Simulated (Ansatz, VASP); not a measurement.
# Two plane-wave programs on Zn5CdSe6

```
CELL_PARAMETERS angstrom
4.09733 0.00000 0.00000
0.00000 4.09733 0.00000
0.00000 0.00000 17.51685
ATOMIC_POSITIONS crystal
Zn 0.00000 0.00000 0.83835
Zn 0.50000 0.50000 0.00000
Zn 0.00000 0.00000 0.16165
Zn 0.50000 0.50000 0.32339
Zn 0.50000 0.50000 0.67661
Cd 0.00000 0.00000 0.50000
Se 0.50000 0.00000 0.91918
Se 0.00000 0.50000 0.08082
Se 0.50000 0.00000 0.24248
Se 0.00000 0.50000 0.40365
Se 0.50000 0.00000 0.59635
Se 0.00000 0.50000 0.75752
```

Alike in both runs: functional PBE; k mesh 8 × 8 × 2; occupations gaussian, width 0.02 eV; no spin polarisation.

Ansatz relaxed the structure, and its values are those at the end. VASP's run is a single point on that final structure, the one shown.

|  | VASP | Ansatz |
| --- | --- | --- |
| version | VASP 6.6.1 | Ansatz 0.2.0 |
| potentials or method | VASP PAW PBE potentials, release 64 (Zn, Cd, Se), cutoff 520 eV | scalar-relativistic, plane waves, PAW |
| valence electrons in the cell | 108 | 176 |

```tsv
	VASP	Ansatz	Ansatz less VASP
gap on the k mesh at the Fermi level (eV)	0.96	0.96	-0.001
least direct gap on the mesh (eV)	0.96	0.96	-0.001
pressure (GPa)	0.2	0.0	-0.22
rms of the force components (eV/Å)	0.004	0.001	-0.0035
```

VASP's potentials hold 108 valence electrons a cell and Ansatz's 176, so a difference there can come from the potentials and not from the codes.
